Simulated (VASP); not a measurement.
# BiTe (Fm-3m) in VASP: notebook

BiTe is run at these levels: PBE; tasks: single point.

All numbers are computed with VASP 6.6.1; they aren't measurements. Logs are shortened: lines on timing, memory, paths and dates and some standing lists are left out, and cuts for length are marked.

## Step 1: The cell of the first run

Symmetry: Fm-3m, No. 225, cubic system. The conventional cell has a = 6.470 Å, b = 6.470 Å, c = 6.470 Å, α = 90.00°, β = 90.00°, γ = 90.00°. Within 4.3 Å of Bi (site symmetry m-3m) lie 6 Te at 3.23 Å. Within 4.3 Å of Te (site symmetry m-3m) lie 6 Bi at 3.23 Å.

## Step 2: Single point, PBE

The input, INCAR:

```
SYSTEM = BiTe
  ALGO = Normal
  EDIFF = 1E-6
  ENCUT = 520
  GGA = PE
  ISIF = 2
  ISMEAR = 0
  LASPH = .TRUE.
  LCHARG = .FALSE.
  LREAL = .FALSE.
  LWAVE = .FALSE.
  NBANDS = 18
  NELM = 100
  PREC = Accurate
  SIGMA = 0.1
```

The input, KPOINTS:

```
k-points
0
G
  1 1 1
  0 0 0
```

The input, POSCAR:

```
BiTe
1.0
    0.0000000000      3.2350000000      3.2350000000
    3.2350000000      0.0000000000      3.2350000000
    3.2350000000      3.2350000000      0.0000000000
Bi Te
1 1
Direct
    0.0000000000      0.0000000000      0.0000000000
    0.5000000000      0.5000000000      0.5000000000
```

Potentials or basis: VASP PAW PBE potentials, release 64 (Bi_d, Te).

Launch:

```bash
cat potpaw_PBE.64/Bi_d/POTCAR potpaw_PBE.64/Te/POTCAR > POTCAR
mpirun -np 1 vasp_gam > vasp.out
```

OUTCAR:

```text
SYSTEM = BiTe
   EDIFF = 1E-6
   ENCUT = 520
   GGA = PE
   ISIF = 2
   ISMEAR = 0
   LASPH = .TRUE.
   LREAL = .FALSE.
   NELM = 100
   PREC = Accurate

 ion  position               nearest neighbor table
   1  0.000  0.000  0.000-   2 3.23   2 3.23   2 3.23   2 3.23   2 3.23   2 3.23
   2  0.500  0.500  0.500-   1 3.23   1 3.23   1 3.23   1 3.23   1 3.23   1 3.23

  LATTYP: Found a face centered cubic cell.
 ALAT       =     6.4700000000

  Lattice vectors:

 A1 = (   0.0000000000,   3.2350000000,   3.2350000000)
 A2 = (   3.2350000000,   0.0000000000,   3.2350000000)
 A3 = (   3.2350000000,   3.2350000000,   0.0000000000)

Analysis of symmetry for initial positions (statically):
=====================================================================
 Subroutine PRICEL returns:
 Original cell was already a primitive cell.

 Routine SETGRP: Setting up the symmetry group for a
 face centered cubic supercell.

 Subroutine GETGRP returns: Found 48 space group operations
 (whereof 48 operations were pure point group operations)
 out of a pool of 48 trial point group operations.

The static configuration has the point symmetry O_h .

Analysis of symmetry for dynamics (positions and initial velocities):
=====================================================================
 Subroutine PRICEL returns:
 Original cell was already a primitive cell.

 Routine SETGRP: Setting up the symmetry group for a
 face centered cubic supercell.

 Subroutine GETGRP returns: Found 48 space group operations
 (whereof 48 operations were pure point group operations)
 out of a pool of 48 trial point group operations.

The dynamic configuration has the point symmetry O_h .

 Subroutine INISYM returns: Found 48 space group operations
 (whereof 48 operations are pure point group operations),
 and found     1 'primitive' translations

----------------------------------------------------------------------------------------

                                     Primitive cell

  volume of cell :      67.7100

  direct lattice vectors                    reciprocal lattice vectors
     0.000000000  3.235000000  3.235000000    -0.154559505  0.154559505  0.154559505
     3.235000000  0.000000000  3.235000000     0.154559505 -0.154559505  0.154559505
     3.235000000  3.235000000  0.000000000     0.154559505  0.154559505 -0.154559505

  length of vectors
     4.574980874  4.574980874  4.574980874     0.267704916  0.267704916  0.267704916

  position of ions in fractional coordinates (direct lattice)
     0.000000000  0.000000000  0.000000000
     0.500000000  0.500000000  0.500000000

  ion indices of the primitive-cell ions
   primitive index   ion index
                 1           1
                 2           2

----------------------------------------------------------------------------------------

 KPOINTS: k-points

Automatic generation of k-mesh.
 Grid dimensions read from file:
 generate k-points for:    1    1    1

 Generating k-lattice:

  Cartesian coordinates                     Fractional coordinates (reciprocal lattice)
    -0.154559505  0.154559505  0.154559505     1.000000000  0.000000000  0.000000000
     0.154559505 -0.154559505  0.154559505     0.000000000  1.000000000  0.000000000
     0.154559505  0.154559505 -0.154559505     0.000000000  0.000000000  1.000000000

  Length of vectors
     0.267704916  0.267704916  0.267704916

  Shift w.r.t. Gamma in fractional coordinates (k-lattice)
     0.000000000  0.000000000  0.000000000

 Subroutine IBZKPT returns following result:
 ===========================================

 Found      1 irreducible k-points:

 Following reciprocal coordinates:
            Coordinates               Weight
  0.000000  0.000000  0.000000      1.000000
   k-points           NKPTS =      1   k-points in BZ     NKDIM =      1   number of bands    NBANDS=     18
   number of dos      NEDOS =    301   number of ions     NIONS =      2
   total plane-waves  NPLWV =  46656
   dimension x,y,z NGX =    36 NGY =   36 NGZ =   36
   dimension x,y,z NGXF=    72 NGYF=   72 NGZF=   72
   ions per type =               1   1
   NGX,Y,Z   is equivalent  to a cutoff of  13.08, 13.08, 13.08 a.u.
   NGXF,Y,Z  is equivalent  to a cutoff of  26.16, 26.16, 26.16 a.u.
 SYSTEM =  BiTe
   PREC   = accura    normal or accurate (medium, high low for compatibility)
   ISTART =      0    job   : 0-new  1-cont  2-samecut
   ICHARG =      2    charge: 1-file 2-atom 10-const
   ISPIN  =      1    spin polarized calculation?
   LNONCOLLINEAR =      F non collinear calculations
   LSORBIT =      F    spin-orbit coupling
   LASPH  =      T    aspherical Exc in radial PAW
   ENCUT  =  520.0 eV  38.22 Ry    6.18 a.u.   8.51  8.51  8.51*2*pi/ulx,y,z
   NELM   =    100;   NELMIN=  2; NELMDL= -5     # of ELM steps
   EDIFF  = 0.1E-05   stopping-criterion for ELM
   LREAL  =      F    real-space projection
   EDIFFG = 0.1E-04   stopping-criterion for IOM
   NSW    =      0    number of steps for IOM
   IBRION =     -1    ionic relax: 0-MD 1-quasi-New 2-CG
   NFREE  =      0    steps in history (QN), initial steepest desc. (CG)
   ISIF   =      2    stress and relaxation
   ISYM   =      2    0-nonsym 1-usesym 2-fastsym
   POTIM  = 0.5000    time-step for ionic-motion
   TEBEG  =    0.0;   TEEND  =   0.0 temperature during run
   PSTRESS=    0.0 pullay stress
   NELECT =      21.0000    total number of electrons
   NUPDOWN=      -1.0000    fix difference up-down
   EMIN   =  10.00;   EMAX   =-10.00  energy-range for DOS
   EFERMI =   0.00;   METHOD = LEGACY
   ISMEAR =     0;   SIGMA  =   0.10  broadening in eV -4-tet -1-fermi 0-gaus
   EFERMI_NEDOS =   21; number of points for ismear=-14 and -15
   IALGO  =     38    algorithm
   IMIX   =      4    mixing-type and parameters
     AMIX     =   0.40;   BMIX     =  1.00
     AMIX_MAG =   1.60;   BMIX_MAG =  1.00
  volume/ion in A,a.u.               =      33.86       228.46
  Fermi-wavevector in a.u.,A,eV,Ry     =   1.108146  2.094092 16.707785  1.227988
  Thomas-Fermi vector in A             =   2.244669
   LORBIT       =      0    0 simple, 1 ext, 2 COOP (PROOUT), +10 PAW based schemes
   GGA     = PE    functional components
   LHFCALC =     F    Hartree Fock is set to
   AEXX    =    0.0000 exact exchange contribution
   IVDW    =     0    specifies the selected vdW correction
   LEPSILON=     F    determine dielectric tensor
   LRPA    =     F    only Hartree local field effects (RPA)
 non-spin polarized calculation
 Gauss-broadening in eV      SIGMA  =   0.10
  energy-cutoff  :      520.00
  volume of cell :       67.71
 maximum number of plane-waves:       919
 NGX is ok and might be reduce to    36
   NGX = 17   NGY = 17   NGZ = 17

 number of electron      21.0000001 magnetization

 Free energy of the ion-electron system (eV)
  ---------------------------------------------------
  ext. energy  EPLUGINS =         0.00000000
  ---------------------------------------------------
  free energy    TOTEN  =         0.59581669 eV

  energy without entropy =        0.70181947  energy(sigma->0) =        0.64881808

 E-fermi :   9.1888     XC(G=0):  -8.9099

 val. band max:        4.6878660299   @ k =   0.0000   0.0000   0.0000
 cond. band min:       9.2571867537   @ k =   0.0000   0.0000   0.0000
 fundamental gap:      4.5693207238
 Fermi energy:         9.1887800430

 k-point     1 :       0.0000    0.0000    0.0000
  band No.  band energies     occupation
      1     -15.7310      2.00000
      2     -15.7310      2.00000
      3     -15.7310      2.00000
      4     -15.6947      2.00000
      5     -15.6947      2.00000
      6      -6.2323      2.00000
[... 10 lines left out ...]
     17      13.5834      0.00000
     18      13.7144      0.00000

------------------------ aborting loop because EDIFF is reached ----------------------------------------

  FORCE on cell =-STRESS in cart. coord.  units (eV):
  Direction    XX          YY          ZZ          XY          YZ          ZX
  --------------------------------------------------------------------------------------
  -------------------------------------------------------------------------------------
  Total       13.0526495     13.0526495     13.0526495     -0.0000000     -0.0000000      0.0000000
  in kB      308.8562587    308.8562587    308.8562587     -0.0000000     -0.0000000      0.0000000
  external PRESSURE =     308.8562587 kB  Pullay stress =       0.0000000 kB

 VOLUME and BASIS-vectors are now :
 -----------------------------------------------------------------------------
  energy-cutoff  :      520.00
  volume of cell :       67.71
      direct lattice vectors                 reciprocal lattice vectors
     0.000000000  3.235000000  3.235000000    -0.154559505  0.154559505  0.154559505
     3.235000000  0.000000000  3.235000000     0.154559505 -0.154559505  0.154559505
     3.235000000  3.235000000  0.000000000     0.154559505  0.154559505 -0.154559505

 POSITION                                       TOTAL-FORCE (eV/Angst)
 -----------------------------------------------------------------------------------
      0.00000      0.00000      0.00000        -0.000000      0.000000     -0.000000
      3.23500      3.23500      3.23500         0.000000     -0.000000      0.000000
 -----------------------------------------------------------------------------------
    total drift:                               -0.000000      0.000000      0.000000

  FREE ENERGIE OF THE ION-ELECTRON SYSTEM (eV)
  ---------------------------------------------------
  free  energy   TOTEN  =         0.5958166933 eV

  energy  without entropy=        0.7018194699  energy(sigma->0) =        0.64881808
```

Wall time 8.2 s (1 thread of AMD EPYC 7R13, shared host); peak memory 0.16 GiB.

What came out:

| Item | Value |
| --- | --- |
| Free energy | 0.5958 eV |
| Pressure | 30.9 GPa |
| Band gap on the k mesh | zero (an odd number of electrons rules out a gap without spin polarisation) |

Caveat: the k points lie up to 1.68 Å⁻¹ apart, too coarse for converged energies and pressures of a metal; spin-orbit coupling is left out, which moves the levels of the heavy elements.

## Step 3: Single point, PBE

The input, INCAR:

```
PREC     = Accurate       # precision mode
ENCUT    = 520            # plane-wave cutoff, eV
EDIFF    = 1E-7           # SCF threshold, eV
ISMEAR   = 0              # smearing method
SIGMA    = 0.1            # smearing width, eV
LREAL    = F              # projectors in reciprocal space
LASPH    = T              # aspherical terms in the spheres
NELM     = 80             # most SCF steps
ALGO     = Normal         # electronic algorithm
ISIF     = 2              # what is computed and relaxed
LWAVE    = F              # write WAVECAR
LCHARG   = T              # write CHGCAR
GGA      = PE             # functional
LELF     = T              # ELF
LVHAR    = T            
NBANDS   = 18             # bands
```

The input, KPOINTS:

```
regular mesh
0
Gamma
  1 1 1
```

POSCAR is that of step 2.

Potentials or basis: VASP PAW PBE potentials, release 64 (Bi_d, Te).

Launch:

```bash
cat potpaw_PBE.64/Bi_d/POTCAR potpaw_PBE.64/Te/POTCAR > POTCAR
mpirun -np 1 vasp_gam > vasp.out
```

OUTCAR:

```text
PREC = Accurate
   ENCUT = 520
   EDIFF = 1E-7
   ISMEAR = 0
   LREAL = F
   LASPH = T
   NELM = 80
   ISIF = 2
   GGA = PE

 ion  position               nearest neighbor table
   1  0.000  0.000  0.000-   2 3.23   2 3.23   2 3.23   2 3.23   2 3.23   2 3.23
   2  0.500  0.500  0.500-   1 3.23   1 3.23   1 3.23   1 3.23   1 3.23   1 3.23

  LATTYP: Found a face centered cubic cell.
 ALAT       =     6.4700000000

  Lattice vectors:

 A1 = (   0.0000000000,   3.2350000000,   3.2350000000)
 A2 = (   3.2350000000,   0.0000000000,   3.2350000000)
 A3 = (   3.2350000000,   3.2350000000,   0.0000000000)

Analysis of symmetry for initial positions (statically):
=====================================================================
 Subroutine PRICEL returns:
 Original cell was already a primitive cell.

 Routine SETGRP: Setting up the symmetry group for a
 face centered cubic supercell.

 Subroutine GETGRP returns: Found 48 space group operations
[... 136 lines left out ...]
  ext. energy  EPLUGINS =         0.00000000
  ---------------------------------------------------
  free energy    TOTEN  =         0.59581675 eV

  energy without entropy =        0.70181952  energy(sigma->0) =        0.64881814

 E-fermi :   9.1888     XC(G=0):  -8.9099

 val. band max:        4.6878997943   @ k =   0.0000   0.0000   0.0000
 cond. band min:       9.2572018790   @ k =   0.0000   0.0000   0.0000
 fundamental gap:      4.5693020847
 Fermi energy:         9.1887951584

 k-point     1 :       0.0000    0.0000    0.0000
  band No.  band energies     occupation
      1     -15.7310      2.00000
      2     -15.7310      2.00000
      3     -15.7310      2.00000
      4     -15.6947      2.00000
      5     -15.6947      2.00000
      6      -6.2323      2.00000
[... 10 lines left out ...]
     17      13.5834      0.00000
     18      13.7144      0.00000

------------------------ aborting loop because EDIFF is reached ----------------------------------------

  FORCE on cell =-STRESS in cart. coord.  units (eV):
  Direction    XX          YY          ZZ          XY          YZ          ZX
  --------------------------------------------------------------------------------------
  -------------------------------------------------------------------------------------
  Total       13.0500373     13.0500373     13.0500373      0.0000000      0.0000000     -0.0000000
  in kB      308.7944486    308.7944486    308.7944486      0.0000000      0.0000000     -0.0000000
  external PRESSURE =     308.7944486 kB  Pullay stress =       0.0000000 kB

 VOLUME and BASIS-vectors are now :
 -----------------------------------------------------------------------------
  energy-cutoff  :      520.00
  volume of cell :       67.71
      direct lattice vectors                 reciprocal lattice vectors
     0.000000000  3.235000000  3.235000000    -0.154559505  0.154559505  0.154559505
     3.235000000  0.000000000  3.235000000     0.154559505 -0.154559505  0.154559505
     3.235000000  3.235000000  0.000000000     0.154559505  0.154559505 -0.154559505

 POSITION                                       TOTAL-FORCE (eV/Angst)
 -----------------------------------------------------------------------------------
      0.00000      0.00000      0.00000         0.000000      0.000000      0.000000
      3.23500      3.23500      3.23500        -0.000000     -0.000000     -0.000000
 -----------------------------------------------------------------------------------
    total drift:                               -0.000000      0.000000      0.000000

  FREE ENERGIE OF THE ION-ELECTRON SYSTEM (eV)
  ---------------------------------------------------
  free  energy   TOTEN  =         0.5958167474 eV

  energy  without entropy=        0.7018195240  energy(sigma->0) =        0.64881814
```

stdout:

```text
POSCAR found type information on POSCAR BiTe
 POSCAR found :  2 types and       2 ions
 scaLAPACK will be used
 LDA part: xc-table for (Slater+PW92), standard interpolation
 POSCAR, INCAR and KPOINTS ok, starting setup
 FFT: planning ... GRIDC
 FFT: planning ... GRID_SOFT
 FFT: planning ... GRID
 WAVECAR not read
 entering main loop
```

Wall time 12 s (1 thread of AMD EPYC 7R13, shared host); peak memory 0.16 GiB.

What came out:

```yaml
Free_energy: 0.5958 eV
Pressure: 30.9 GPa
Band_gap_on_the_k_mesh: zero (an odd number of electrons rules out a gap without spin polarisation)
```

Levels at points of the mesh, in eV from the Fermi level:
```csv
k point,band 7,band 8,band 9,band 10,band 11,band 12,band 13,band 14
"(0.00, 0.00, 0.00)",-9.86,-4.50,-4.50,-4.50,0.07,0.07,0.07,2.67
```

Caveat: the k points lie up to 1.68 Å⁻¹ apart, too coarse for converged energies and pressures of a metal; spin-orbit coupling is left out, which moves the levels of the heavy elements.

## Step 4: Single point, PBE

The input, INCAR:

```
  PREC = Accurate
  ENCUT = 520
  EDIFF = 1E-7
  ISMEAR = 0
  SIGMA = 0.1
  LREAL = False
  LASPH = True
  NELM = 100
  ALGO = Normal
  ISIF = 2
  LWAVE = False
  LCHARG = True
  GGA = PE
  LELF = True
  LVHAR = True
  NBANDS = 18
```

The input, KPOINTS:

```
Automatic mesh
0
Gamma
  2 2 2
```

POSCAR is that of step 3.

Launch:

```bash
cat potpaw_PBE.64/Bi_d/POTCAR potpaw_PBE.64/Te/POTCAR > POTCAR
mpirun -np 1 vasp_std > vasp.out
```

Wall time 18 s (1 thread of AMD EPYC 7R13, shared host); peak memory 0.17 GiB.

The run converged. Its results:

- Free energy: -5.6922 eV
- Pressure: 6.3 GPa
- Band gap on the k mesh: zero (an odd number of electrons rules out a gap without spin polarisation)

Levels at points of the mesh, in eV from the Fermi level:
```csv
k point,band 8,band 9,band 10,band 11,band 12,band 13
"(0.00, 0.00, 0.00)",-1.49,-1.49,-1.49,2.98,2.98,2.98
"(0.50, 0.00, 0.00)",-0.69,-0.69,-0.53,0.00,0.05,0.05
"(0.50, 0.50, 0.00)",-4.71,-3.02,-3.02,3.13,4.50,4.50
```

Caveat: the k points lie up to 0.84 Å⁻¹ apart, too coarse for converged energies and pressures of a metal; spin-orbit coupling is left out, which moves the levels of the heavy elements.
